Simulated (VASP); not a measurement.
# SiC (P6_3mc) in VASP: settings compared

Aim: see how the results for SiC move with the level of theory and the settings. Levels: BLYP+D4, PBE. Tasks: single point.

All numbers are computed with VASP 6.6.1; they aren't measurements. Logs are shortened: lines on timing, memory, paths and dates and some standing lists are left out, and cuts for length are marked.

## (1) The cell of the first run

The structure is hexagonal, space group P6_3mc (No. 186). The conventional cell has a = 3.074 Å, b = 3.074 Å, c = 15.068 Å, α = 90.00°, β = 90.00°, γ = 120.00°. Within 2.5 Å of Si (site symmetry 3m) lie 4 C at 1.88 Å. Within 2.5 Å of Si (site symmetry 3m) lie 4 C at 1.88 Å. Within 2.5 Å of Si (site symmetry 3m) lie 4 C at 1.88 Å. Within 2.5 Å of C (site symmetry 3m) lie 4 Si at 1.88 Å. C (site symmetry 3m) has 4 Si at 1.88 Å within 2.5 Å. Within 2.5 Å of C (site symmetry 3m) lie 4 Si at 1.88 Å.

## (2) Single point, BLYP+D4

INCAR reads:

```
SYSTEM = SiC
PREC = Accurate ; ENCUT = 520
EDIFF = 1E-7 ; ISMEAR = -1
SIGMA = 0.05 ; LREAL = .False.
LASPH = .True. ; NELM = 100
ALGO = Normal ; ISIF = 2
LWAVE = .False. ; LCHARG = .False.
GGA = B5 ; ALDAX = 1.0
AGGAX = 1.0 ; AGGAC = 1.0
ALDAC = 0.0 ; IVDW = 13
VDW_S6 = 1.0 ; VDW_S8 = 2.34076671
VDW_A1 = 0.44488865 ; VDW_A2 = 4.0933009
NBANDS = 36
```

KPOINTS reads:

```
regular mesh
0
Gamma
  10 10 2
  0 0 0
```

POSCAR reads:

```
SiC
1.0
    3.0742275620      0.0000000000      0.0000000000
   -1.5371137810      2.6623591657      0.0000000000
    0.0000000000      0.0000000000     15.0681848517
Si C
6 6
Direct
    0.6666666667      0.3333333333      0.4583000000
    0.3333333333      0.6666666667      0.9583000000
    0.6666666667      0.3333333333      0.7917000000
    0.3333333333      0.6666666667      0.2917000000
    0.0000000000      0.0000000000      0.6250000000
    0.0000000000      0.0000000000      0.1250000000
    0.6666666667      0.3333333333      0.3333000000
    0.3333333333      0.6666666667      0.8333000000
    0.6666666667      0.3333333333      0.6667000000
    0.3333333333      0.6666666667      0.1667000000
    0.0000000000      0.0000000000      0.5000000000
    0.0000000000      0.0000000000      0.0000000000
```

Potentials or basis: VASP PAW PBE potentials, release 64 (Si, C).

Started as:

```bash
cat potpaw_PBE.64/Si/POTCAR potpaw_PBE.64/C/POTCAR > POTCAR
mpirun -np 1 vasp_std > vasp.out
```

OUTCAR:

```text
SYSTEM = SiC
   PREC = Accurate
   ENCUT = 520
   EDIFF = 1E-7
   ISMEAR = -1
   LREAL = .False.
   LASPH = .True.
   NELM = 100
   ISIF = 2
   GGA = B5
   IVDW = 13

 ion  position               nearest neighbor table
   1  0.667  0.333  0.458-  11 1.88  11 1.88  11 1.88   7 1.88   4 3.07   4 3.07   4 3.07   5 3.08
                             5 3.08   5 3.08
   2  0.333  0.667  0.958-  12 1.88  12 1.88  12 1.88   8 1.88   3 3.07   3 3.07   3 3.07   6 3.08
                             6 3.08   6 3.08
   3  0.667  0.333  0.792-   8 1.88   8 1.88   8 1.88   9 1.88   2 3.07   2 3.07   2 3.07   5 3.08
                             5 3.08   5 3.08
   4  0.333  0.667  0.292-   7 1.88   7 1.88   7 1.88  10 1.88   1 3.07   1 3.07   1 3.07   6 3.08
                             6 3.08   6 3.08
   5  0.000  0.000  0.625-   9 1.88   9 1.88   9 1.88  11 1.88   3 3.08   1 3.08   3 3.08   1 3.08
                             1 3.08   3 3.08
   6  0.000  0.000  0.125-  10 1.88  10 1.88  10 1.88  12 1.88   4 3.08   2 3.08   2 3.08   4 3.08
                             4 3.08   2 3.08
   7  0.667  0.333  0.333-   4 1.88   4 1.88   4 1.88   1 1.88
   8  0.333  0.667  0.833-   3 1.88   3 1.88   3 1.88   2 1.88
   9  0.667  0.333  0.667-   5 1.88   5 1.88   5 1.88   3 1.88
  10  0.333  0.667  0.167-   6 1.88   6 1.88   6 1.88   4 1.88
  11  0.000  0.000  0.500-   1 1.88   1 1.88   1 1.88   5 1.88
  12  0.000  0.000  0.000-   2 1.88   2 1.88   2 1.88   6 1.88

  LATTYP: Found a hexagonal cell.
 ALAT       =     3.0742275620
 C/A-ratio  =     4.9014539580

  Lattice vectors:

 A1 = (   3.0742275620,   0.0000000000,   0.0000000000)
 A2 = (  -1.5371137810,   2.6623591657,   0.0000000000)
 A3 = (   0.0000000000,   0.0000000000,  15.0681848517)

Analysis of symmetry for initial positions (statically):
=====================================================================
 Subroutine PRICEL returns:
 Original cell was already a primitive cell.

 Routine SETGRP: Setting up the symmetry group for a
 hexagonal supercell.

 Subroutine GETGRP returns: Found 12 space group operations
 (whereof  6 operations were pure point group operations)
 out of a pool of 24 trial point group operations.

The static configuration has the point symmetry C_3v.
 The point group associated with its full space group is C_6v.

Analysis of symmetry for dynamics (positions and initial velocities):
=====================================================================
 Subroutine PRICEL returns:
 Original cell was already a primitive cell.

 Routine SETGRP: Setting up the symmetry group for a
 hexagonal supercell.

[... 139 lines left out ...]
   EFERMI =   0.00;   METHOD = LEGACY
   ISMEAR =    -1;   SIGMA  =   0.05  broadening in eV -4-tet -1-fermi 0-gaus
   EFERMI_NEDOS =   21; number of points for ismear=-14 and -15
   IALGO  =     38    algorithm
   IMIX   =      4    mixing-type and parameters
     AMIX     =   0.40;   BMIX     =  1.00
     AMIX_MAG =   1.60;   BMIX_MAG =  1.00
  volume/ion in A,a.u.               =      10.28        69.36
  Fermi-wavevector in a.u.,A,eV,Ry     =   1.195274  2.258740 19.438362  1.428679
  Thomas-Fermi vector in A             =   2.331243
   LORBIT       =      0    0 simple, 1 ext, 2 COOP (PROOUT), +10 PAW based schemes
   GGA     = B5    functional components
   LHFCALC =     F    Hartree Fock is set to
   AEXX    =    0.0000 exact exchange contribution
   IVDW    =    13    specifies the selected vdW correction
   LEPSILON=     F    determine dielectric tensor
   LRPA    =     F    only Hartree local field effects (RPA)
 non-spin polarized calculation
  energy-cutoff  :      520.00
  volume of cell :      123.33
 maximum number of plane-waves:      3340
 NGX is ok and might be reduce to    24
   NGX = 11   NGY = 11   NGZ = 57

 number of electron      47.9999999 magnetization

 Free energy of the ion-electron system (eV)
  ---------------------------------------------------
  ext. energy  EPLUGINS =         0.00000000
  ---------------------------------------------------
  free energy    TOTEN  =       -81.82245643 eV

  energy without entropy =      -81.82245643  energy(sigma->0) =      -81.82245643

 E-fermi :   9.6927     XC(G=0): -10.6777

 val. band max:        8.6444139102   @ k =   0.0000   0.0000   0.0000
 cond. band min:      10.9748795493   @ k =   0.5000   0.0000   0.0000
 fundamental gap:      2.3304656391
 Fermi energy:         9.6926519796

 k-point     1 :       0.0000    0.0000    0.0000
  band No.  band energies     occupation
      1      -6.7327      2.00000
      2      -6.2162      2.00000
      3      -6.1722      2.00000
      4      -4.6891      2.00000
      5      -4.6567      2.00000
      6      -3.1889      2.00000
[... 925 lines left out ...]
     35      16.3784      0.00000
     36      16.3785      0.00000

 [... further k-points ...]

------------------------ aborting loop because EDIFF is reached ----------------------------------------

  DFT-D4 for vdW energy calculation

  Edisp (eV):   -7.72842

  FORCE on cell =-STRESS in cart. coord.  units (eV):
  Direction    XX          YY          ZZ          XY          YZ          ZX
  --------------------------------------------------------------------------------------
  -------------------------------------------------------------------------------------
  Total       0.58531     0.58531     1.31814    -0.00000     0.00000     0.00000
  in kB       7.60382     7.60382    17.12418    -0.00000     0.00000     0.00000
  external pressure =       10.78 kB  Pullay stress =        0.00 kB

 VOLUME and BASIS-vectors are now :
 -----------------------------------------------------------------------------
  energy-cutoff  :      520.00
  volume of cell :      123.33
      direct lattice vectors                 reciprocal lattice vectors
     3.074227562  0.000000000  0.000000000     0.325284963  0.187803361  0.000000000
    -1.537113781  2.662359166  0.000000000     0.000000000  0.375606722  0.000000000
     0.000000000  0.000000000 15.068184852     0.000000000  0.000000000  0.066364994

 POSITION                                       TOTAL-FORCE (eV/Angst)
 -----------------------------------------------------------------------------------
      1.53711      0.88745      6.90575         0.000000      0.000000      0.043219
     -0.00000      1.77491     14.43984        -0.000000     -0.000000      0.043219
      1.53711      0.88745     11.92948         0.000000     -0.000000      0.025274
     -0.00000      1.77491      4.39539        -0.000000      0.000000      0.025274
      0.00000      0.00000      9.41762        -0.000000      0.000000      0.050823
      0.00000      0.00000      1.88352         0.000000      0.000000      0.050823
      1.53711      0.88745      5.02223         0.000000     -0.000000     -0.016242
     -0.00000      1.77491     12.55632         0.000000      0.000000     -0.016242
      1.53711      0.88745     10.04596         0.000000      0.000000      0.045747
     -0.00000      1.77491      2.51187        -0.000000     -0.000000      0.045747
      0.00000      0.00000      7.53409         0.000000      0.000000     -0.148820
      0.00000      0.00000      0.00000        -0.000000      0.000000     -0.148820
 -----------------------------------------------------------------------------------
    total drift:                               -0.000000     -0.000000     -0.000037

  FREE ENERGIE OF THE ION-ELECTRON SYSTEM (eV)
  ---------------------------------------------------
  free  energy   TOTEN  =       -89.5508735212 eV

  energy  without entropy=      -89.5508735211  energy(sigma->0) =      -89.55087352
```

stdout:

```text
POSCAR found type information on POSCAR SiC
 POSCAR found :  2 types and      12 ions
 scaLAPACK will be used
 -----------------------------------------------------------------------------
|                                                                             |
|                                                                             |
|     You enforced a specific xc type in the INCAR file but a different       |
|     I HOPE YOU KNOW WHAT YOU ARE DOING!                                     |
|                                                                             |
 -----------------------------------------------------------------------------

 LDA part: xc-table for (Slater(with rela. corr.)+VWN5), standard interpolation
 POSCAR, INCAR and KPOINTS ok, starting setup
 FFT: planning ... GRIDC
 FFT: planning ... GRID_SOFT
 FFT: planning ... GRID
 WAVECAR not read
 entering main loop
```

Run time: 69 s. Hardware: 1 thread of Intel Xeon 6975P-C (Granite Rapids), shared host; peak memory 0.28 GiB.

What came out:

| Quantity | Value |
| --- | --- |
| Free energy | -89.5509 eV |
| Pressure | 1.1 GPa |
| Largest force | 0.149 eV/Å |
| Band gap on the k mesh | 2.33 eV (least direct gap 3.42 eV) |
| Dispersion energy per atom | -0.644 eV |

Forces on the atoms (eV/Å):
```
Si   0.000  0.000  0.043
Si   0.000  0.000  0.043
Si   0.000  0.000  0.025
Si   0.000  0.000  0.025
Si   0.000  0.000  0.051
Si   0.000  0.000  0.051
C    0.000  0.000 -0.016
C    0.000  0.000 -0.016
C    0.000  0.000  0.046
C    0.000  0.000  0.046
C    0.000  0.000 -0.149
C    0.000  0.000 -0.149
```

Levels at points of the mesh, in eV from the valence-band top:
```
           k point  band 20  band 21  band 22  band 23  band 24  band 25  band 26  band 27  band 28  band 29
(0.00, 0.00, 0.00)    -0.30    -0.30    -0.05     0.00     0.00     5.36     5.54     5.94     6.46     6.57
(0.50, 0.00, 0.00)    -2.21    -1.79    -1.76    -1.63    -1.09     2.33     2.51     3.50     4.17     4.86
(0.00, 0.00, 0.50)    -0.64    -0.10    -0.10    -0.10    -0.10     5.43     5.43     6.17     6.17     6.90
(0.50, 0.00, 0.50)    -2.33    -1.70    -1.70    -1.29    -1.29     2.38     2.38     3.71     3.71     5.05
```

Caveat: the PAW data sets were made with another functional, which shifts forces and pressure a little. A k mesh can miss the band edges.

## (3) Single point, PBE

INCAR reads:

```
PREC = Accurate
ENCUT = 520
EDIFF = 1E-6
ISMEAR = -1
SIGMA = 0.05
LREAL = F
LASPH = T
NELM = 80
ALGO = Normal
ISIF = 2
LWAVE = F
LCHARG = F
GGA = PE
NBANDS = 36
```

KPOINTS reads:

```
Automatic mesh
0
Gamma
  10 10 2
```

POSCAR is that of step 2.

Potentials or basis: VASP PAW PBE potentials, release 64 (Si, C).

Started as:

```bash
cat potpaw_PBE.64/Si/POTCAR potpaw_PBE.64/C/POTCAR > POTCAR
mpirun -np 1 vasp_std > vasp.out
```

OUTCAR:

```text
PREC = Accurate
   ENCUT = 520
   EDIFF = 1E-6
   ISMEAR = -1
   LREAL = F
   LASPH = T
   NELM = 80
   ISIF = 2
   GGA = PE

 ion  position               nearest neighbor table
   1  0.667  0.333  0.458-  11 1.88  11 1.88  11 1.88   7 1.88   4 3.07   4 3.07   4 3.07   5 3.08
                             5 3.08   5 3.08
   2  0.333  0.667  0.958-  12 1.88  12 1.88  12 1.88   8 1.88   3 3.07   3 3.07   3 3.07   6 3.08
                             6 3.08   6 3.08
   3  0.667  0.333  0.792-   8 1.88   8 1.88   8 1.88   9 1.88   2 3.07   2 3.07   2 3.07   5 3.08
                             5 3.08   5 3.08
   4  0.333  0.667  0.292-   7 1.88   7 1.88   7 1.88  10 1.88   1 3.07   1 3.07   1 3.07   6 3.08
                             6 3.08   6 3.08
   5  0.000  0.000  0.625-   9 1.88   9 1.88   9 1.88  11 1.88   3 3.08   1 3.08   3 3.08   1 3.08
                             1 3.08   3 3.08
   6  0.000  0.000  0.125-  10 1.88  10 1.88  10 1.88  12 1.88   4 3.08   2 3.08   2 3.08   4 3.08
                             4 3.08   2 3.08
   7  0.667  0.333  0.333-   4 1.88   4 1.88   4 1.88   1 1.88
[... 1154 lines left out ...]

 [... further k-points ...]

------------------------ aborting loop because EDIFF is reached ----------------------------------------

  FORCE on cell =-STRESS in cart. coord.  units (eV):
  Direction    XX          YY          ZZ          XY          YZ          ZX
  --------------------------------------------------------------------------------------
  -------------------------------------------------------------------------------------
  Total        3.3918250      3.3918250      3.9983928      0.0000000      0.0000000     -0.0000000
  in kB       44.0636459     44.0636459     51.9436479      0.0000000      0.0000000     -0.0000000
  external PRESSURE =      46.6903132 kB  Pullay stress =       0.0000000 kB

 VOLUME and BASIS-vectors are now :
 -----------------------------------------------------------------------------
  energy-cutoff  :      520.00
  volume of cell :      123.33
      direct lattice vectors                 reciprocal lattice vectors
     3.074227562  0.000000000  0.000000000     0.325284963  0.187803361  0.000000000
    -1.537113781  2.662359166  0.000000000     0.000000000  0.375606722  0.000000000
     0.000000000  0.000000000 15.068184852     0.000000000  0.000000000  0.066364994

 POSITION                                       TOTAL-FORCE (eV/Angst)
 -----------------------------------------------------------------------------------
      1.53711      0.88745      6.90575         0.000000      0.000000      0.057460
     -0.00000      1.77491     14.43984        -0.000000     -0.000000      0.057460
      1.53711      0.88745     11.92948         0.000000      0.000000      0.026975
     -0.00000      1.77491      4.39539        -0.000000     -0.000000      0.026975
      0.00000      0.00000      9.41762         0.000000      0.000000      0.042006
      0.00000      0.00000      1.88352        -0.000000      0.000000      0.042006
      1.53711      0.88745      5.02223        -0.000000      0.000000     -0.015173
     -0.00000      1.77491     12.55632         0.000000      0.000000     -0.015173
      1.53711      0.88745     10.04596        -0.000000      0.000000      0.033843
     -0.00000      1.77491      2.51187         0.000000      0.000000      0.033843
      0.00000      0.00000      7.53409        -0.000000      0.000000     -0.145112
      0.00000      0.00000      0.00000         0.000000     -0.000000     -0.145112
 -----------------------------------------------------------------------------------
    total drift:                               -0.000000     -0.000000      0.000076

  FREE ENERGIE OF THE ION-ELECTRON SYSTEM (eV)
  ---------------------------------------------------
  free  energy   TOTEN  =       -90.3339702904 eV

  energy  without entropy=      -90.3339702902  energy(sigma->0) =      -90.33397029
```

stdout:

```text
POSCAR found type information on POSCAR SiC
 POSCAR found :  2 types and      12 ions
 scaLAPACK will be used
 LDA part: xc-table for (Slater+PW92), standard interpolation
 POSCAR, INCAR and KPOINTS ok, starting setup
 FFT: planning ... GRIDC
 FFT: planning ... GRID_SOFT
 FFT: planning ... GRID
 WAVECAR not read
 entering main loop
```

Wall time 49 s (1 thread of Intel Xeon 6975P-C (Granite Rapids), shared host); peak memory 0.27 GiB.

Results:

| Item | Value |
| --- | --- |
| Free energy | -90.3340 eV |
| Pressure | 4.7 GPa |
| Largest force | 0.145 eV/Å |
| Band gap on the k mesh | 2.02 eV (least direct gap 3.12 eV) |

Forces in eV/Å, atoms in the order of the input:
```
Si   0.000  0.000  0.057
Si   0.000  0.000  0.057
Si   0.000  0.000  0.027
Si   0.000  0.000  0.027
Si   0.000  0.000  0.042
Si   0.000  0.000  0.042
C    0.000  0.000 -0.015
C    0.000  0.000 -0.015
C    0.000  0.000  0.034
C    0.000  0.000  0.034
C    0.000  0.000 -0.145
C    0.000  0.000 -0.145
```

Caveat: the cell stands under pressure. A k mesh can miss the band edges.
